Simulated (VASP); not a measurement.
# HfC5 (Pmmm) in VASP: single point with PBE

Aim: the single point of HfC5 with PBE.

All numbers are computed with VASP 6.6.1; they aren't measurements. Logs are shortened: lines on timing, memory, paths and dates and some standing lists are left out, and cuts for length are marked.

## (1) The cell of the first run

It takes space group Pmmm (No. 47, orthorhombic). Conventional cell: a = 4.323 Å, b = 4.793 Å, c = 7.754 Å, α = 90.00°, β = 90.00°, γ = 90.00°. Hf (site symmetry mmm) has 4 C at 2.16 to 2.40 Å within 2.9 Å. Hf (site symmetry mmm) has 4 C at 2.16 to 2.40 Å within 2.9 Å. Within 1.9 Å of C (site symmetry 2mm) lie 3 C at 1.40 to 1.43 Å. Within 1.9 Å of C (site symmetry m) lie 3 C at 1.40 to 1.43 Å. Within 1.9 Å of C (site symmetry 2mm) lie 3 C at 1.40 to 1.43 Å. C (site symmetry mmm) has 4 Hf at 2.16 to 2.40 Å within 2.9 Å. Within 2.9 Å of C (site symmetry mmm) lie 4 Hf at 2.16 to 2.40 Å.

## (2) Single point, PBE (volume scaled by 0.94, then relaxed in part)

The input, INCAR:

```
ALGO = Normal ; EDIFF = 1E-6
ENCUT = 520 ; GGA = PE
ISIF = 2 ; ISMEAR = 0
LASPH = True ; LCHARG = False
LREAL = False ; LWAVE = False
NBANDS = 42 ; NELM = 80
PREC = Accurate ; SIGMA = 0.1
```

The input, KPOINTS:

```
k-points
0
Gamma
  8 6 4
```

The input, POSCAR:

```
HfC5
1.0
    4.3230517637      0.0000000000      0.0000000000
    0.0000000000      4.7934492872      0.0000000000
    0.0000000000      0.0000000000      7.7538427254
Hf C
2 10
Direct
    0.0000000000      0.0000000000      0.5000000000
    0.5000000000      0.5000000000      0.5000000000
    0.3344155756      0.5000000000      0.0000000000
    0.1655072766      0.7502342112      0.0000000000
    0.3344900427      0.0000000000      0.0000000000
    0.1655072766      0.2497657888      0.0000000000
    0.6655844244      0.5000000000      0.0000000000
    0.8344927234      0.2497657888      0.0000000000
    0.6655099573      0.0000000000      0.0000000000
    0.8344927234      0.7502342112      0.0000000000
    0.5000000000      0.0000000000      0.5000000000
    0.0000000000      0.5000000000      0.5000000000
```

Potentials or basis: VASP PAW PBE potentials, release 64 (Hf_pv, C).

Launch:

```sh
$ cat potpaw_PBE.64/Hf_pv/POTCAR potpaw_PBE.64/C/POTCAR > POTCAR
$ mpirun -np 1 vasp_std > vasp.out
```

OUTCAR:

```text
EDIFF = 1E-6
   ENCUT = 520
   GGA = PE
   ISIF = 2
   ISMEAR = 0
   LASPH = True
   LREAL = False
   NELM = 80
   PREC = Accurate

 ion  position               nearest neighbor table
   1  0.000  0.000  0.500-  11 2.16  11 2.16  12 2.40  12 2.40   2 3.23   2 3.23   2 3.23   2 3.23

   2  0.500  0.500  0.500-  12 2.16  12 2.16  11 2.40  11 2.40   1 3.23   1 3.23   1 3.23   1 3.23

   3  0.334  0.500  0.000-   4 1.40   6 1.40   7 1.43
   4  0.166  0.750  0.000-   5 1.40   3 1.40  10 1.43
   5  0.334  0.000  0.000-   4 1.40   6 1.40   9 1.43
   6  0.166  0.250  0.000-   5 1.40   3 1.40   8 1.43
   7  0.666  0.500  0.000-   8 1.40  10 1.40   3 1.43
   8  0.834  0.250  0.000-   9 1.40   7 1.40   6 1.43
   9  0.666  0.000  0.000-   8 1.40  10 1.40   5 1.43
  10  0.834  0.750  0.000-   9 1.40   7 1.40   4 1.43
  11  0.500  0.000  0.500-   1 2.16   1 2.16   2 2.40   2 2.40
  12  0.000  0.500  0.500-   2 2.16   2 2.16   1 2.40   1 2.40

  LATTYP: Found a simple orthorhombic cell.
 ALAT       =     4.3230517637
 B/A-ratio  =     1.1088114483
 C/A-ratio  =     1.7936039514

  Lattice vectors:

 A1 = (   4.3230517637,   0.0000000000,   0.0000000000)
 A2 = (   0.0000000000,   4.7934492872,   0.0000000000)
 A3 = (   0.0000000000,   0.0000000000,   7.7538427254)

Analysis of symmetry for initial positions (statically):
=====================================================================
 Subroutine PRICEL returns:
 Original cell was already a primitive cell.

 Routine SETGRP: Setting up the symmetry group for a
 simple orthorhombic supercell.

 Subroutine GETGRP returns: Found  8 space group operations
 (whereof  8 operations were pure point group operations)
 out of a pool of  8 trial point group operations.

The static configuration has the point symmetry D_2h.

Analysis of symmetry for dynamics (positions and initial velocities):
=====================================================================
 Subroutine PRICEL returns:
 Original cell was already a primitive cell.

 Routine SETGRP: Setting up the symmetry group for a
 simple orthorhombic supercell.

 Subroutine GETGRP returns: Found  8 space group operations
 (whereof  8 operations were pure point group operations)
 out of a pool of  8 trial point group operations.

The dynamic configuration has the point symmetry D_2h.

 Subroutine INISYM returns: Found  8 space group operations
 (whereof  8 operations are pure point group operations),
 and found     1 'primitive' translations

----------------------------------------------------------------------------------------

                                     Primitive cell

  volume of cell :     160.6777

  direct lattice vectors                    reciprocal lattice vectors
     4.323051764  0.000000000  0.000000000     0.231318072  0.000000000  0.000000000
     0.000000000  4.793449287  0.000000000     0.000000000  0.208618041  0.000000000
     0.000000000  0.000000000  7.753842725     0.000000000  0.000000000  0.128968311

  length of vectors
     4.323051764  4.793449287  7.753842725     0.231318072  0.208618041  0.128968311

  position of ions in fractional coordinates (direct lattice)
     0.000000000  0.000000000  0.500000000
     0.500000000  0.500000000  0.500000000
     0.334415576  0.500000000  0.000000000
     0.165507277  0.750234211  0.000000000
     0.334490043  0.000000000  0.000000000
     0.165507277  0.249765789  0.000000000
     0.665584424  0.500000000  0.000000000
     0.834492723  0.249765789  0.000000000
     0.665509957  0.000000000  0.000000000
     0.834492723  0.750234211  0.000000000
     0.500000000  0.000000000  0.500000000
     0.000000000  0.500000000  0.500000000

  ion indices of the primitive-cell ions
   primitive index   ion index
                 1           1
                 2           2
                 3           3
                 4           4
                 5           5
                 6           6
                 7           7
                 8           8
                 9           9
                10          10
                11          11
                12          12

----------------------------------------------------------------------------------------

 KPOINTS: k-points

Automatic generation of k-mesh.
 Grid dimensions read from file:
 generate k-points for:    8    6    4

 Generating k-lattice:

  Cartesian coordinates                     Fractional coordinates (reciprocal lattice)
     0.028914759  0.000000000  0.000000000     0.125000000  0.000000000  0.000000000
     0.000000000  0.034769674  0.000000000     0.000000000  0.166666667  0.000000000
     0.000000000  0.000000000  0.032242078     0.000000000  0.000000000  0.250000000

  Length of vectors
     0.028914759  0.034769674  0.032242078

  Shift w.r.t. Gamma in fractional coordinates (k-lattice)
     0.000000000  0.000000000  0.000000000

 Subroutine IBZKPT returns following result:
 ===========================================

 Found     60 irreducible k-points:

 Following reciprocal coordinates:
            Coordinates               Weight
  0.000000  0.000000  0.000000      1.000000
  0.125000  0.000000  0.000000      2.000000
  0.250000  0.000000  0.000000      2.000000
  0.375000  0.000000  0.000000      2.000000
  0.500000  0.000000  0.000000      1.000000
  0.000000  0.166667  0.000000      2.000000
[... 16 lines left out ...]
  0.250000  0.000000  0.250000      4.000000
  0.375000  0.000000  0.250000      4.000000
 [... further k-points ...]
   k-points           NKPTS =     60   k-points in BZ     NKDIM =     60   number of bands    NBANDS=     42
   number of dos      NEDOS =    301   number of ions     NIONS =     12
   total plane-waves  NPLWV =  69120
   dimension x,y,z NGX =    32 NGY =   36 NGZ =   60
   dimension x,y,z NGXF=    64 NGYF=   72 NGZF=  120
   ions per type =               2  10
   NGX,Y,Z   is equivalent  to a cutoff of  12.31, 12.49, 12.86 a.u.
   NGXF,Y,Z  is equivalent  to a cutoff of  24.61, 24.97, 25.73 a.u.
 SYSTEM =  unknown system
   PREC   = accura    normal or accurate (medium, high low for compatibility)
   ISTART =      0    job   : 0-new  1-cont  2-samecut
   ICHARG =      2    charge: 1-file 2-atom 10-const
   ISPIN  =      1    spin polarized calculation?
   LNONCOLLINEAR =      F non collinear calculations
   LSORBIT =      F    spin-orbit coupling
   LASPH  =      T    aspherical Exc in radial PAW
   ENCUT  =  520.0 eV  38.22 Ry    6.18 a.u.   8.04  8.91 14.42*2*pi/ulx,y,z
   NELM   =     80;   NELMIN=  2; NELMDL= -5     # of ELM steps
   EDIFF  = 0.1E-05   stopping-criterion for ELM
   LREAL  =      F    real-space projection
   EDIFFG = 0.1E-04   stopping-criterion for IOM
   NSW    =      0    number of steps for IOM
   IBRION =     -1    ionic relax: 0-MD 1-quasi-New 2-CG
   NFREE  =      0    steps in history (QN), initial steepest desc. (CG)
   ISIF   =      2    stress and relaxation
   ISYM   =      2    0-nonsym 1-usesym 2-fastsym
   POTIM  = 0.5000    time-step for ionic-motion
   TEBEG  =    0.0;   TEEND  =   0.0 temperature during run
   PSTRESS=    0.0 pullay stress
   NELECT =      60.0000    total number of electrons
   NUPDOWN=      -1.0000    fix difference up-down
   EMIN   =  10.00;   EMAX   =-10.00  energy-range for DOS
   EFERMI =   0.00;   METHOD = LEGACY
   ISMEAR =     0;   SIGMA  =   0.10  broadening in eV -4-tet -1-fermi 0-gaus
   EFERMI_NEDOS =   21; number of points for ismear=-14 and -15
   IALGO  =     38    algorithm
   IMIX   =      4    mixing-type and parameters
     AMIX     =   0.40;   BMIX     =  1.00
     AMIX_MAG =   1.60;   BMIX_MAG =  1.00
  volume/ion in A,a.u.               =      13.39        90.36
  Fermi-wavevector in a.u.,A,eV,Ry     =   1.178890  2.227780 18.909137  1.389782
  Thomas-Fermi vector in A             =   2.315211
   LORBIT       =      0    0 simple, 1 ext, 2 COOP (PROOUT), +10 PAW based schemes
   GGA     = PE    functional components
   LHFCALC =     F    Hartree Fock is set to
   AEXX    =    0.0000 exact exchange contribution
   IVDW    =     0    specifies the selected vdW correction
   LEPSILON=     F    determine dielectric tensor
   LRPA    =     F    only Hartree local field effects (RPA)
 non-spin polarized calculation
 Gauss-broadening in eV      SIGMA  =   0.10
  energy-cutoff  :      520.00
  volume of cell :      160.68
 maximum number of plane-waves:      4356
   NGX = 17   NGY = 17   NGZ = 29

 number of electron      60.0000000 magnetization

 Free energy of the ion-electron system (eV)
  ---------------------------------------------------
  ext. energy  EPLUGINS =         0.00000000
  ---------------------------------------------------
  free energy    TOTEN  =      -109.48547886 eV

  energy without entropy =     -109.47924956  energy(sigma->0) =     -109.48236421

 E-fermi :   3.5537     XC(G=0):  -9.5238

 val. band max:        3.5356020107   @ k =   0.1250   0.1667   0.5000
 cond. band min:       3.5631558466   @ k =   0.1250   0.0000   0.2500
 fundamental gap:      0.0275538359
 Fermi energy:         3.5537223925

 k-point     1 :       0.0000    0.0000    0.0000
  band No.  band energies     occupation
      1     -27.6911      2.00000
      2     -27.6210      2.00000
      3     -27.1207      2.00000
      4     -26.9774      2.00000
      5     -26.7503      2.00000
      6     -26.6857      2.00000
[... 34 lines left out ...]
     41       7.2869      0.00000
     42       9.5051      0.00000

 k-point     2 :       0.1250    0.0000    0.0000
  band No.  band energies     occupation
      1     -27.6883      2.00000
      2     -27.6232      2.00000
      3     -27.1067      2.00000
      4     -26.9699      2.00000
      5     -26.7645      2.00000
      6     -26.7006      2.00000
[... 979 lines left out ...]
     41       8.1764      0.00000
     42       9.0657      0.00000

 k-point    24 :       0.3750    0.0000    0.2500
  band No.  band energies     occupation
      1     -27.6693      2.00000
      2     -27.6396      2.00000
      3     -27.0073      2.00000
      4     -26.9086      2.00000
      5     -26.8654      2.00000
      6     -26.7973      2.00000
[... 34 lines left out ...]
     41       8.6813      0.00000
     42       9.5370      0.00000

 [... further k-points ...]
[... 5 lines left out ...]
  --------------------------------------------------------------------------------------
  -------------------------------------------------------------------------------------
  Total        0.6795022      0.5899017      0.3769585     -0.0000000      0.0000000      0.0000000
  in kB        6.7755707      5.8821310      3.7587941     -0.0000000      0.0000000      0.0000000
  external PRESSURE =       5.4721653 kB  Pullay stress =       0.0000000 kB

 VOLUME and BASIS-vectors are now :
 -----------------------------------------------------------------------------
  energy-cutoff  :      520.00
  volume of cell :      160.68
      direct lattice vectors                 reciprocal lattice vectors
     4.323051764  0.000000000  0.000000000     0.231318072  0.000000000  0.000000000
     0.000000000  4.793449287  0.000000000     0.000000000  0.208618041  0.000000000
     0.000000000  0.000000000  7.753842725     0.000000000  0.000000000  0.128968311

 POSITION                                       TOTAL-FORCE (eV/Angst)
 -----------------------------------------------------------------------------------
      0.00000      0.00000      3.87692         0.000000     -0.000000      0.000000
      2.16153      2.39672      3.87692         0.000000     -0.000000      0.000000
      1.44570      2.39672      0.00000         0.008148     -0.000000      0.000000
      0.71550      3.59621      0.00000        -0.006520      0.004592      0.000000
      1.44602      0.00000      0.00000         0.003188     -0.000000      0.000000
      0.71550      1.19724      0.00000        -0.006520     -0.004592      0.000000
      2.87736      2.39672      0.00000        -0.008148     -0.000000      0.000000
      3.60756      1.19724      0.00000         0.006520     -0.004592      0.000000
      2.87703      0.00000      0.00000        -0.003188     -0.000000      0.000000
      3.60756      3.59621      0.00000         0.006520      0.004592      0.000000
      2.16153      0.00000      3.87692         0.000000     -0.000000      0.000000
      0.00000      2.39672      3.87692         0.000000     -0.000000      0.000000
 -----------------------------------------------------------------------------------
    total drift:                                0.000000      0.000000      0.000000

  FREE ENERGIE OF THE ION-ELECTRON SYSTEM (eV)
  ---------------------------------------------------
  free  energy   TOTEN  =      -109.4854788635 eV

  energy  without entropy=     -109.4792495595  energy(sigma->0) =     -109.48236421
```

Run time: 4.1 min. Hardware: 1 thread of Intel Xeon 6975P-C (Granite Rapids), shared host; peak memory 0.45 GiB.

What came out:

```
Free energy            : -109.4855 eV
Pressure               : 0.5 GPa
Largest force          : 0.008 eV/Å
Band gap on the k mesh : zero (band 30 reaches 3.96 eV, above the bottom of band 31 at 3.08 eV)
```

Forces in eV/Å, atoms in the order of the input:
```
Hf   0.000  0.000  0.000
Hf   0.000  0.000  0.000
C    0.008  0.000  0.000
C   -0.007  0.005  0.000
C    0.003  0.000  0.000
C   -0.007 -0.005  0.000
C   -0.008  0.000  0.000
C    0.007 -0.005  0.000
C   -0.003  0.000  0.000
C    0.007  0.005  0.000
C    0.000  0.000  0.000
C    0.000  0.000  0.000
```

Caveat: spin-orbit coupling is left out, which moves the levels of the heavy elements.
